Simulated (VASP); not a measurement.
# SiO2 (P4_12_12) in VASP: single point with PBE

Aim: the single point of SiO2 with PBE.

Everything below comes from runs of VASP 6.6.1. Logs are shortened: lines on timing, memory, paths and dates and some standing lists are left out, and cuts for length are marked.

## 1. The cell of the first run

It takes space group P4_12_12 (No. 92, tetragonal). The conventional cell has a = 5.080 Å, b = 5.080 Å, c = 7.091 Å, α = 90.00°, β = 90.00°, γ = 90.00°. Si (site symmetry 2) has 4 O at 1.63 Å within 2.2 Å. Within 2.2 Å of O (site symmetry 1) lie 2 Si at 1.63 Å.

## 2. Single point, PBE

The input, INCAR:

```
PREC = Accurate ; ENCUT = 520
EDIFF = 1E-6 ; ISMEAR = 0
SIGMA = 0.02 ; LREAL = False
LASPH = True ; NELM = 60
ALGO = Normal ; ISIF = 2
LWAVE = False ; LCHARG = True
GGA = PE ; LELF = True
LVHAR = True ; NBANDS = 44
```

The input, KPOINTS:

```
regular mesh
0
Gamma
  6 6 4
```

The input, POSCAR:

```
SiO2
1.0
    5.0799801732      0.0000000000      0.0000000000
    0.0000000000      5.0799801732      0.0000000000
    0.0000000000      0.0000000000      7.0914769300
Si O
4 8
Direct
    0.2944292339      0.2944292339      0.0000000000
    0.2055707661      0.7944292339      0.2500000000
    0.7055707661      0.7055707661      0.5000000000
    0.7944292339      0.2055707661      0.7500000000
    0.2409644515      0.0946336387      0.1748320116
    0.4053663613      0.7409644515      0.4248320116
    0.7590355485      0.9053663613      0.6748320116
    0.5946336387      0.2590355485      0.9248320116
    0.7409644515      0.4053663613      0.5751679884
    0.9053663613      0.7590355485      0.3251679884
    0.2590355485      0.5946336387      0.0751679884
    0.0946336387      0.2409644515      0.8251679884
```

Potentials or basis: VASP PAW PBE potentials, release 64 (Si, O).

Command:

```
> cat potpaw_PBE.64/Si/POTCAR potpaw_PBE.64/O/POTCAR > POTCAR
> mpirun -np 1 vasp_std > vasp.out
```

OUTCAR:

```text
PREC = Accurate
   ENCUT = 520
   EDIFF = 1E-6
   ISMEAR = 0
   LREAL = False
   LASPH = True
   NELM = 60
   ISIF = 2
   GGA = PE

 ion  position               nearest neighbor table
   1  0.294  0.294  0.000-   5 1.63  12 1.63  11 1.63   8 1.63   2 3.13   4 3.13   2 3.13   4 3.13

   2  0.206  0.794  0.250-   6 1.63  11 1.63  10 1.63   5 1.63   1 3.13   3 3.13   1 3.13   3 3.13

   3  0.706  0.706  0.500-   7 1.63  10 1.63   9 1.63   6 1.63   2 3.13   4 3.13   4 3.13   2 3.13

   4  0.794  0.206  0.750-   8 1.63   9 1.63   7 1.63  12 1.63   1 3.13   3 3.13   3 3.13   1 3.13

   5  0.241  0.095  0.175-   1 1.63   2 1.63
   6  0.405  0.741  0.425-   2 1.63   3 1.63
   7  0.759  0.905  0.675-   3 1.63   4 1.63
   8  0.595  0.259  0.925-   4 1.63   1 1.63
   9  0.741  0.405  0.575-   4 1.63   3 1.63
  10  0.905  0.759  0.325-   3 1.63   2 1.63
  11  0.259  0.595  0.075-   2 1.63   1 1.63
  12  0.095  0.241  0.825-   1 1.63   4 1.63

  LATTYP: Found a simple tetragonal cell.
 ALAT       =     5.0799801732
 C/A-ratio  =     1.3959654739

  Lattice vectors:

 A1 = (   5.0799801732,   0.0000000000,   0.0000000000)
 A2 = (   0.0000000000,   5.0799801732,   0.0000000000)
 A3 = (   0.0000000000,   0.0000000000,   7.0914769300)

Analysis of symmetry for initial positions (statically):
=====================================================================
 Subroutine PRICEL returns:
 Original cell was already a primitive cell.

 Routine SETGRP: Setting up the symmetry group for a
 simple tetragonal supercell.

 Subroutine GETGRP returns: Found  8 space group operations
 (whereof  2 operations were pure point group operations)
 out of a pool of 16 trial point group operations.

The static configuration has the point symmetry C_2 .
 The point group associated with its full space group is D_4 .

Analysis of symmetry for dynamics (positions and initial velocities):
=====================================================================
 Subroutine PRICEL returns:
 Original cell was already a primitive cell.

 Routine SETGRP: Setting up the symmetry group for a
 simple tetragonal supercell.

 Subroutine GETGRP returns: Found  8 space group operations
 (whereof  2 operations were pure point group operations)
 out of a pool of 16 trial point group operations.

The dynamic configuration has the point symmetry C_2 .
 The point group associated with its full space group is D_4 .

 Subroutine INISYM returns: Found  8 space group operations
 (whereof  2 operations are pure point group operations),
 and found     1 'primitive' translations

----------------------------------------------------------------------------------------

                                     Primitive cell

  volume of cell :     183.0041

  direct lattice vectors                    reciprocal lattice vectors
     5.079980173  0.000000000  0.000000000     0.196851162  0.000000000  0.000000000
     0.000000000  5.079980173  0.000000000     0.000000000  0.196851162  0.000000000
     0.000000000  0.000000000  7.091476930     0.000000000  0.000000000  0.141014349

  length of vectors
     5.079980173  5.079980173  7.091476930     0.196851162  0.196851162  0.141014349

  position of ions in fractional coordinates (direct lattice)
     0.294429234  0.294429234  0.000000000
     0.205570766  0.794429234  0.250000000
     0.705570766  0.705570766  0.500000000
     0.794429234  0.205570766  0.750000000
     0.240964451  0.094633639  0.174832012
     0.405366361  0.740964451  0.424832012
     0.759035549  0.905366361  0.674832012
     0.594633639  0.259035549  0.924832012
     0.740964451  0.405366361  0.575167988
     0.905366361  0.759035549  0.325167988
     0.259035549  0.594633639  0.075167988
     0.094633639  0.240964451  0.825167988

  ion indices of the primitive-cell ions
   primitive index   ion index
                 1           1
                 2           2
                 3           3
                 4           4
                 5           5
                 6           6
                 7           7
                 8           8
                 9           9
                10          10
                11          11
                12          12

----------------------------------------------------------------------------------------

 KPOINTS: regular mesh

Automatic generation of k-mesh.
 Grid dimensions read from file:
 generate k-points for:    6    6    4

 Generating k-lattice:

  Cartesian coordinates                     Fractional coordinates (reciprocal lattice)
     0.032808527  0.000000000  0.000000000     0.166666667  0.000000000  0.000000000
     0.000000000  0.032808527  0.000000000     0.000000000  0.166666667  0.000000000
     0.000000000  0.000000000  0.035253587     0.000000000  0.000000000  0.250000000

  Length of vectors
     0.032808527  0.032808527  0.035253587

  Shift w.r.t. Gamma in fractional coordinates (k-lattice)
     0.000000000  0.000000000  0.000000000

 Subroutine IBZKPT returns following result:
 ===========================================

 Found     30 irreducible k-points:

 Following reciprocal coordinates:
            Coordinates               Weight
  0.000000  0.000000  0.000000      1.000000
  0.166667  0.000000  0.000000      4.000000
  0.333333  0.000000  0.000000      4.000000
  0.500000  0.000000  0.000000      2.000000
  0.166667  0.166667  0.000000      4.000000
  0.333333  0.166667  0.000000      8.000000
[... 16 lines left out ...]
  0.333333  0.000000  0.500000      4.000000
  0.500000  0.000000  0.500000      2.000000
 [... further k-points ...]
   k-points           NKPTS =     30   k-points in BZ     NKDIM =     30   number of bands    NBANDS=     44
   number of dos      NEDOS =    301   number of ions     NIONS =     12
   total plane-waves  NPLWV =  86400
   dimension x,y,z NGX =    40 NGY =   40 NGZ =   54
   dimension x,y,z NGXF=    80 NGYF=   80 NGZF=  108
   ions per type =               4   8
   NGX,Y,Z   is equivalent  to a cutoff of  13.09, 13.09, 12.66 a.u.
   NGXF,Y,Z  is equivalent  to a cutoff of  26.18, 26.18, 25.32 a.u.
 SYSTEM =  unknown system
   PREC   = accura    normal or accurate (medium, high low for compatibility)
   ISTART =      0    job   : 0-new  1-cont  2-samecut
   ICHARG =      2    charge: 1-file 2-atom 10-const
   ISPIN  =      1    spin polarized calculation?
   LNONCOLLINEAR =      F non collinear calculations
   LSORBIT =      F    spin-orbit coupling
   LASPH  =      T    aspherical Exc in radial PAW
   ENCUT  =  520.0 eV  38.22 Ry    6.18 a.u.   9.45  9.45 13.19*2*pi/ulx,y,z
   NELM   =     60;   NELMIN=  2; NELMDL= -5     # of ELM steps
   EDIFF  = 0.1E-05   stopping-criterion for ELM
   LREAL  =      F    real-space projection
   EDIFFG = 0.1E-04   stopping-criterion for IOM
   NSW    =      0    number of steps for IOM
   IBRION =     -1    ionic relax: 0-MD 1-quasi-New 2-CG
   NFREE  =      0    steps in history (QN), initial steepest desc. (CG)
   ISIF   =      2    stress and relaxation
   ISYM   =      2    0-nonsym 1-usesym 2-fastsym
   POTIM  = 0.5000    time-step for ionic-motion
   TEBEG  =    0.0;   TEEND  =   0.0 temperature during run
   PSTRESS=    0.0 pullay stress
   NELECT =      64.0000    total number of electrons
   NUPDOWN=      -1.0000    fix difference up-down
   EMIN   =  10.00;   EMAX   =-10.00  energy-range for DOS
   EFERMI =   0.00;   METHOD = LEGACY
   ISMEAR =     0;   SIGMA  =   0.02  broadening in eV -4-tet -1-fermi 0-gaus
   EFERMI_NEDOS =   21; number of points for ismear=-14 and -15
   IALGO  =     38    algorithm
   IMIX   =      4    mixing-type and parameters
     AMIX     =   0.40;   BMIX     =  1.00
     AMIX_MAG =   1.60;   BMIX_MAG =  1.00
  volume/ion in A,a.u.               =      15.25       102.91
  Fermi-wavevector in a.u.,A,eV,Ry     =   1.153403  2.179616 18.100368  1.330340
  Thomas-Fermi vector in A             =   2.290048
   LORBIT       =      0    0 simple, 1 ext, 2 COOP (PROOUT), +10 PAW based schemes
   GGA     = PE    functional components
   LHFCALC =     F    Hartree Fock is set to
   AEXX    =    0.0000 exact exchange contribution
   IVDW    =     0    specifies the selected vdW correction
   LEPSILON=     F    determine dielectric tensor
   LRPA    =     F    only Hartree local field effects (RPA)
 non-spin polarized calculation
 Gauss-broadening in eV      SIGMA  =   0.02
  energy-cutoff  :      520.00
  volume of cell :      183.00
 maximum number of plane-waves:      4960
 NGX is ok and might be reduce to    40
   NGX = 19   NGY = 19   NGZ = 27

 number of electron      63.9999986 magnetization

 Free energy of the ion-electron system (eV)
  ---------------------------------------------------
  ext. energy  EPLUGINS =         0.00000000
  ---------------------------------------------------
  free energy    TOTEN  =       -94.95137870 eV

  energy without entropy =      -94.95137870  energy(sigma->0) =      -94.95137870

 E-fermi :  -0.1559     XC(G=0):  -8.1153

 val. band max:       -0.2797219031   @ k =   0.0000   0.0000   0.0000
 cond. band min:       5.2340036323   @ k =   0.0000   0.0000   0.0000
 fundamental gap:      5.5137255354
 Fermi energy:        -0.1558700788

 k-point     1 :       0.0000    0.0000    0.0000
  band No.  band energies     occupation
      1     -19.5981      2.00000
      2     -18.7367      2.00000
      3     -18.7367      2.00000
      4     -17.6138      2.00000
      5     -17.5850      2.00000
      6     -17.5838      2.00000
[... 36 lines left out ...]
     43      10.7115      0.00000
     44      10.8755      0.00000
[... 1040 lines left out ...]
      4     -18.2268      2.00000
      5     -17.6144      2.00000
      6     -17.6144      2.00000
[... 36 lines left out ...]
     43      11.0280      0.00000
     44      11.0286      0.00000

 [... further k-points ...]

------------------------ aborting loop because EDIFF is reached ----------------------------------------

  FORCE on cell =-STRESS in cart. coord.  units (eV):
  Direction    XX          YY          ZZ          XY          YZ          ZX
  --------------------------------------------------------------------------------------
  -------------------------------------------------------------------------------------
  Total        0.0624119      0.0624119      0.0267145      0.0000000      0.0000000     -0.0000000
  in kB        0.5464085      0.5464085      0.2338820      0.0000000      0.0000000     -0.0000000
  external PRESSURE =       0.4422330 kB  Pullay stress =       0.0000000 kB

 VOLUME and BASIS-vectors are now :
 -----------------------------------------------------------------------------
  energy-cutoff  :      520.00
  volume of cell :      183.00
      direct lattice vectors                 reciprocal lattice vectors
     5.079980173  0.000000000  0.000000000     0.196851162  0.000000000  0.000000000
     0.000000000  5.079980173  0.000000000     0.000000000  0.196851162  0.000000000
     0.000000000  0.000000000  7.091476930     0.000000000  0.000000000  0.141014349

 POSITION                                       TOTAL-FORCE (eV/Angst)
 -----------------------------------------------------------------------------------
      1.49569      1.49569      0.00000         0.016181      0.016181     -0.000000
      1.04430      4.03568      1.77287        -0.016181      0.016181     -0.000000
      3.58429      3.58429      3.54574        -0.016181     -0.016181     -0.000000
      4.03568      1.04430      5.31861         0.016181     -0.016181     -0.000000
      1.22409      0.48074      1.23982         0.001027     -0.005591     -0.010866
      2.05925      3.76408      3.01269         0.005591      0.001027     -0.010866
      3.85589      4.59924      4.78556        -0.001027      0.005591     -0.010866
      3.02073      1.31590      6.55842        -0.005591     -0.001027     -0.010866
      3.76408      2.05925      4.07879         0.001027      0.005591      0.010866
      4.59924      3.85589      2.30592         0.005591     -0.001027      0.010866
      1.31590      3.02073      0.53305        -0.001027     -0.005591      0.010866
      0.48074      1.22409      5.85166        -0.005591      0.001027      0.010866
 -----------------------------------------------------------------------------------
    total drift:                               -0.000000      0.000000     -0.000000

  FREE ENERGIE OF THE ION-ELECTRON SYSTEM (eV)
  ---------------------------------------------------
  free  energy   TOTEN  =       -94.9513787030 eV

  energy  without entropy=      -94.9513787030  energy(sigma->0) =      -94.95137870
```

Wall time 3.6 min (1 thread of Intel Xeon 6975P-C, shared host); peak memory 0.38 GiB.

Results:

| Property | Result |
| --- | --- |
| Free energy | -94.9514 eV |
| Pressure | 0.0 GPa |
| Largest force | 0.023 eV/Å |
| Band gap on the k mesh | 5.51 eV, direct |

Forces on the atoms (eV/Å):
```
Si   0.016  0.016  0.000
Si  -0.016  0.016  0.000
Si  -0.016 -0.016  0.000
Si   0.016 -0.016  0.000
O    0.001 -0.006 -0.011
O    0.006  0.001 -0.011
O   -0.001  0.006 -0.011
O   -0.006 -0.001 -0.011
O    0.001  0.006  0.011
O    0.006 -0.001  0.011
O   -0.001 -0.006  0.011
O   -0.006  0.001  0.011
```

A k mesh can miss the band edges.
